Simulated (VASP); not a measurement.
# BiO (Cmcm) in VASP: single point with PBE

Aim: the single point of BiO with PBE.

Program: VASP 6.6.1. These are calculated values, not measurements. Logs are shortened: lines on timing, memory, paths and dates and some standing lists are left out, and cuts for length are marked.

### Step 1. The cell of the first run

It takes space group Cmcm (No. 63, orthorhombic). The conventional cell has a = 3.799 Å, b = 12.410 Å, c = 3.288 Å, α = 90.00°, β = 90.00°, γ = 90.00°. Bi (site symmetry m2m) has 5 O at 2.41 to 2.55 Å within 3.2 Å. O (site symmetry m2m) has 5 Bi at 2.41 to 2.55 Å and 4 O at 3.20 Å within 3.2 Å.

### Step 2. Single point, PBE

INCAR

```
ALGO = Normal ; EDIFF = 1E-6
ENCUT = 600 ; GGA = PE
GGA_COMPAT = False ; ISIF = 2
ISMEAR = 0 ; LASPH = True
LCHARG = False ; LREAL = False
LWAVE = False ; NBANDS = 29
NELM = 120 ; PREC = Accurate
SIGMA = 0.2
```

KPOINTS

```
k-points
0
Gamma
  5 5 5
```

POSCAR

```
BiO
1.0
    1.8994447741     -6.2048920304      0.0000000000
    1.8994447741      6.2048920304      0.0000000000
    0.0000000000      0.0000000000      3.2881784146
Bi O
2 2
Direct
    0.8643619979      0.1356380021      0.2500000000
    0.1356380021      0.8643619979      0.7500000000
    0.6703529800      0.3296470200      0.2500000000
    0.3296470200      0.6703529800      0.7500000000
```

Potentials or basis: VASP PAW PBE potentials, release 64 (Bi_d, O).

On the command line:

```sh
cat potpaw_PBE.64/Bi_d/POTCAR potpaw_PBE.64/O/POTCAR > POTCAR
mpirun -np 1 vasp_std > vasp.out
```

OUTCAR:

```text
EDIFF = 1E-6
   ENCUT = 600
   GGA = PE
   ISIF = 2
   ISMEAR = 0
   LASPH = True
   LREAL = False
   NELM = 120
   PREC = Accurate

 ion  position               nearest neighbor table
   1  0.864  0.136  0.250-   3 2.41   4 2.55   4 2.55   4 2.55   4 2.55   2 3.75   2 3.75   2 3.79
                             2 3.79   2 3.79   2 3.79
   2  0.136  0.864  0.750-   4 2.41   3 2.55   3 2.55   3 2.55   3 2.55   1 3.75   1 3.75   1 3.79
                             1 3.79   1 3.79   1 3.79
   3  0.670  0.330  0.250-   1 2.41   2 2.55   2 2.55   2 2.55   2 2.55
   4  0.330  0.670  0.750-   2 2.41   1 2.55   1 2.55   1 2.55   1 2.55

  LATTYP: Found a base centered orthorhombic cell.
 ALAT       =     3.7988895482
 B/A-ratio  =     3.2666872525
 C/A-ratio  =     0.8655630475

  Lattice vectors:

 A1 = (   1.8994447741,  -6.2048920304,   0.0000000000)
 A2 = (   1.8994447741,   6.2048920304,   0.0000000000)
 A3 = (   0.0000000000,   0.0000000000,   3.2881784146)

Analysis of symmetry for initial positions (statically):
=====================================================================
 Subroutine PRICEL returns:
 Original cell was already a primitive cell.

 Routine SETGRP: Setting up the symmetry group for a
 base centered orthorhombic supercell.

 Subroutine GETGRP returns: Found  8 space group operations
 (whereof  4 operations were pure point group operations)
 out of a pool of  8 trial point group operations.

The static configuration has the point symmetry C_2h.
 The point group associated with its full space group is D_2h.

Analysis of symmetry for dynamics (positions and initial velocities):
=====================================================================
 Subroutine PRICEL returns:
 Original cell was already a primitive cell.

 Routine SETGRP: Setting up the symmetry group for a
 base centered orthorhombic supercell.

 Subroutine GETGRP returns: Found  8 space group operations
 (whereof  4 operations were pure point group operations)
 out of a pool of  8 trial point group operations.

The dynamic configuration has the point symmetry C_2h.
 The point group associated with its full space group is D_2h.

 Subroutine INISYM returns: Found  8 space group operations
 (whereof  4 operations are pure point group operations),
 and found     1 'primitive' translations

----------------------------------------------------------------------------------------

                                     Primitive cell

  volume of cell :      77.5080

  direct lattice vectors                    reciprocal lattice vectors
     1.899444774 -6.204892030  0.000000000     0.263234818 -0.080581579  0.000000000
     1.899444774  6.204892030  0.000000000     0.263234818  0.080581579  0.000000000
     0.000000000  0.000000000  3.288178415     0.000000000  0.000000000  0.304119751

  length of vectors
     6.489112078  6.489112078  3.288178415     0.275292500  0.275292500  0.304119751

  position of ions in fractional coordinates (direct lattice)
     0.864361998  0.135638002  0.250000000
     0.135638002  0.864361998  0.750000000
     0.670352980  0.329647020  0.250000000
     0.329647020  0.670352980  0.750000000

  ion indices of the primitive-cell ions
   primitive index   ion index
                 1           1
                 2           2
                 3           3
                 4           4

----------------------------------------------------------------------------------------

 KPOINTS: k-points

Automatic generation of k-mesh.
 Grid dimensions read from file:
 generate k-points for:    5    5    5

 Generating k-lattice:

  Cartesian coordinates                     Fractional coordinates (reciprocal lattice)
     0.052646964 -0.016116316  0.000000000     0.200000000 -0.000000000  0.000000000
     0.052646964  0.016116316  0.000000000    -0.000000000  0.200000000  0.000000000
     0.000000000  0.000000000  0.060823950     0.000000000  0.000000000  0.200000000

  Length of vectors
     0.055058500  0.055058500  0.060823950

  Shift w.r.t. Gamma in fractional coordinates (k-lattice)
     0.000000000  0.000000000  0.000000000

 Subroutine IBZKPT returns following result:
 ===========================================

 Found     27 irreducible k-points:

 Following reciprocal coordinates:
            Coordinates               Weight
  0.000000  0.000000  0.000000      1.000000
  0.200000  0.000000  0.000000      4.000000
  0.400000  0.000000  0.000000      4.000000
  0.200000  0.200000  0.000000      2.000000
  0.400000  0.200000  0.000000      4.000000
 -0.400000  0.200000  0.000000      4.000000
[... 16 lines left out ...]
  0.400000  0.200000  0.400000      8.000000
 -0.400000  0.200000  0.400000      8.000000
 [... further k-points ...]
   k-points           NKPTS =     27   k-points in BZ     NKDIM =     27   number of bands    NBANDS=     29
   number of dos      NEDOS =    301   number of ions     NIONS =      4
   total plane-waves  NPLWV =  81648
   dimension x,y,z NGX =    54 NGY =   54 NGZ =   28
   dimension x,y,z NGXF=   108 NGYF=  108 NGZF=   56
   ions per type =               2   2
   NGX,Y,Z   is equivalent  to a cutoff of  13.83, 13.83, 14.16 a.u.
   NGXF,Y,Z  is equivalent  to a cutoff of  27.67, 27.67, 28.31 a.u.
 SYSTEM =  unknown system
   PREC   = accura    normal or accurate (medium, high low for compatibility)
   ISTART =      0    job   : 0-new  1-cont  2-samecut
   ICHARG =      2    charge: 1-file 2-atom 10-const
   ISPIN  =      1    spin polarized calculation?
   LNONCOLLINEAR =      F non collinear calculations
   LSORBIT =      F    spin-orbit coupling
   LASPH  =      T    aspherical Exc in radial PAW
   ENCUT  =  600.0 eV  44.10 Ry    6.64 a.u.  12.96 12.96  6.57*2*pi/ulx,y,z
   NELM   =    120;   NELMIN=  2; NELMDL= -5     # of ELM steps
   EDIFF  = 0.1E-05   stopping-criterion for ELM
   LREAL  =      F    real-space projection
   EDIFFG = 0.1E-04   stopping-criterion for IOM
   NSW    =      0    number of steps for IOM
   IBRION =     -1    ionic relax: 0-MD 1-quasi-New 2-CG
   NFREE  =      0    steps in history (QN), initial steepest desc. (CG)
   ISIF   =      2    stress and relaxation
   ISYM   =      2    0-nonsym 1-usesym 2-fastsym
   POTIM  = 0.5000    time-step for ionic-motion
   TEBEG  =    0.0;   TEEND  =   0.0 temperature during run
   PSTRESS=    0.0 pullay stress
   NELECT =      42.0000    total number of electrons
   NUPDOWN=      -1.0000    fix difference up-down
   EMIN   =  10.00;   EMAX   =-10.00  energy-range for DOS
   EFERMI =   0.00;   METHOD = LEGACY
   ISMEAR =     0;   SIGMA  =   0.20  broadening in eV -4-tet -1-fermi 0-gaus
   EFERMI_NEDOS =   21; number of points for ismear=-14 and -15
   IALGO  =     38    algorithm
   IMIX   =      4    mixing-type and parameters
     AMIX     =   0.40;   BMIX     =  1.00
     AMIX_MAG =   1.60;   BMIX_MAG =  1.00
  volume/ion in A,a.u.               =      19.38       130.76
  Fermi-wavevector in a.u.,A,eV,Ry     =   1.334676  2.522172 24.236873  1.781360
  Thomas-Fermi vector in A             =   2.463439
   LORBIT       =      0    0 simple, 1 ext, 2 COOP (PROOUT), +10 PAW based schemes
   GGA     = PE    functional components
   LHFCALC =     F    Hartree Fock is set to
   AEXX    =    0.0000 exact exchange contribution
   IVDW    =     0    specifies the selected vdW correction
   LEPSILON=     F    determine dielectric tensor
   LRPA    =     F    only Hartree local field effects (RPA)
 non-spin polarized calculation
 Gauss-broadening in eV      SIGMA  =   0.20
  energy-cutoff  :      600.00
  volume of cell :       77.51
 maximum number of plane-waves:      2609
 NGX is ok and might be reduce to    54
   NGX = 25   NGY = 25   NGZ = 13

 number of electron      42.0000004 magnetization

 Free energy of the ion-electron system (eV)
  ---------------------------------------------------
  ext. energy  EPLUGINS =         0.00000000
  ---------------------------------------------------
  free energy    TOTEN  =       -20.35835247 eV

  energy without entropy =      -20.32603639  energy(sigma->0) =      -20.34219443

 E-fermi :   7.4171     XC(G=0): -10.3550

 val. band max:        7.3200014172   @ k =   0.2000   0.0000   0.4000
 cond. band min:       7.4223280605   @ k =  -0.2000   0.2000   0.2000
 fundamental gap:      0.1023266432
 Fermi energy:         7.4171280034

 k-point     1 :       0.0000    0.0000    0.0000
  band No.  band energies     occupation
      1     -16.3335      2.00000
      2     -16.3156      2.00000
      3     -16.2905      2.00000
      4     -16.1942      2.00000
      5     -16.1907      2.00000
      6     -16.1553      2.00000
[... 21 lines left out ...]
     28      13.6096      0.00000
     29      16.6583      0.00000

 k-point     2 :       0.2000    0.0000    0.0000
  band No.  band energies     occupation
      1     -16.3248      2.00000
      2     -16.3062      2.00000
      3     -16.2650      2.00000
      4     -16.1918      2.00000
      5     -16.1824      2.00000
      6     -16.1621      2.00000
[... 21 lines left out ...]
     28      15.0736      0.00000
     29      16.4629      0.00000

 k-point     3 :       0.4000    0.0000    0.0000
  band No.  band energies     occupation
      1     -16.3087      2.00000
      2     -16.2974      2.00000
      3     -16.2316      2.00000
      4     -16.2097      2.00000
      5     -16.1633      2.00000
      6     -16.1443      2.00000
[... 21 lines left out ...]
     28      16.6180      0.00000
     29      16.8090      0.00000

 k-point     4 :       0.2000    0.2000    0.0000
  band No.  band energies     occupation
      1     -16.3100      2.00000
      2     -16.2962      2.00000
      3     -16.2227      2.00000
      4     -16.2145      2.00000
      5     -16.1590      2.00000
      6     -16.1532      2.00000
[... 597 lines left out ...]
     28      14.4778      0.00000
     29      16.4676      0.00000

 k-point    23 :       0.4000    0.2000    0.4000
  band No.  band energies     occupation
      1     -16.3261      2.00000
      2     -16.3193      2.00000
      3     -16.2075      2.00000
      4     -16.2021      2.00000
      5     -16.1680      2.00000
      6     -16.1539      2.00000
[... 21 lines left out ...]
     28      14.5166      0.00000
     29      16.0051      0.00000

 k-point    24 :      -0.4000    0.2000    0.4000
  band No.  band energies     occupation
      1     -16.2737      2.00000
      2     -16.2529      2.00000
      3     -16.2038      2.00000
      4     -16.1999      2.00000
      5     -16.1812      2.00000
      6     -16.1747      2.00000
[... 21 lines left out ...]
     28      15.4425      0.00000
     29      15.7673      0.00000

 [... further k-points ...]
[... 5 lines left out ...]
  --------------------------------------------------------------------------------------
  -------------------------------------------------------------------------------------
  Total       -0.0542339     -0.0517609     -0.0665994      0.0000000     -0.0000000      0.0000000
  in kB       -1.1210772     -1.0699574     -1.3766858      0.0000000     -0.0000000      0.0000000
  external PRESSURE =      -1.1892402 kB  Pullay stress =       0.0000000 kB

 VOLUME and BASIS-vectors are now :
 -----------------------------------------------------------------------------
  energy-cutoff  :      600.00
  volume of cell :       77.51
      direct lattice vectors                 reciprocal lattice vectors
     1.899444774 -6.204892030  0.000000000     0.263234818 -0.080581579  0.000000000
     1.899444774  6.204892030  0.000000000     0.263234818  0.080581579  0.000000000
     0.000000000  0.000000000  3.288178415     0.000000000  0.000000000  0.304119751

 POSITION                                       TOTAL-FORCE (eV/Angst)
 -----------------------------------------------------------------------------------
      1.89944     -4.52165      0.82204         0.000000      0.006236     -0.000000
      1.89944      4.52165      2.46613         0.000000     -0.006236     -0.000000
      1.89944     -2.11404      0.82204         0.000000     -0.012755      0.000000
      1.89944      2.11404      2.46613         0.000000      0.012755      0.000000
 -----------------------------------------------------------------------------------
    total drift:                                0.000000      0.000000      0.000000

  FREE ENERGIE OF THE ION-ELECTRON SYSTEM (eV)
  ---------------------------------------------------
  free  energy   TOTEN  =       -20.3583524651 eV

  energy  without entropy=      -20.3260363945  energy(sigma->0) =      -20.34219443
```

Wall time 2.1 min (1 thread of Intel Xeon 6975P-C, shared host); peak memory 0.29 GiB.

Results:

```
Free energy            : -20.3584 eV
Pressure               : -0.1 GPa
Largest force          : 0.013 eV/Å
Band gap on the k mesh : zero (band 21 reaches 7.93 eV, above the bottom of band 22 at 6.48 eV)
```

Forces in eV/Å, atoms in the order of the input:
```
Bi   0.000  0.006  0.000
Bi   0.000 -0.006  0.000
O    0.000 -0.013  0.000
O    0.000  0.013  0.000
```

Levels at points of the mesh, in eV from the Fermi level:
```csv
k point,band 17,band 18,band 19,band 20,band 21,band 22,band 23,band 24,band 25,band 26
"(0.00, 0.00, 0.00)",-4.51,-4.21,-3.40,-2.55,0.25,2.57,3.32,4.98,5.21,5.94
```

Caveat: the k points lie up to 0.38 Å⁻¹ apart; spin-orbit coupling is left out, which moves the levels of the heavy elements.
